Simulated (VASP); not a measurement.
P, 1 atom in the cell. The structure is cubic, space group Im-3m (No. 229). The conventional cell has a = 3.008 Å, b = 3.008 Å, c = 3.008 Å, α = 90.00°, β = 90.00°, γ = 90.00°. Within 3.4 Å of P (site symmetry m-3m) lie 14 P at 2.61 to 3.01 Å. This isn't the form of P at room conditions, which is orthorhombic.

| Property | Result |
| --- | --- |
| Program | VASP 6.6.1 |
| Task | single point |
| Functional | LDA |
| Potentials or basis | VASP PAW LDA potentials, release 64 (P) |
| Cutoff | 520 eV |
| k mesh | 20 × 20 × 20 |
| Occupations | fermi-dirac, width 0.02 eV |
| Spin | no spin polarisation |
| Dipole correction | no |
| Further INCAR settings | ALGO = Normal; EDIFF = 1e-06; NBANDS = 8 |

Potentials or basis: VASP PAW LDA potentials, release 64 (P).

The run is started by

```console
$ cat potpaw_LDA.64/P/POTCAR > POTCAR
$ mpirun -np 1 vasp_std > vasp.out
```

Hardware: 1 thread of Intel Xeon 8259CL, on a shared host.

**Question.** How long does it take, and how much memory?

**Answer.** It took 17 s on 1 thread of Intel Xeon 8259CL, with other jobs on the host, peak memory 0.13 GiB. Counts: scf iterations 9, k points 256.
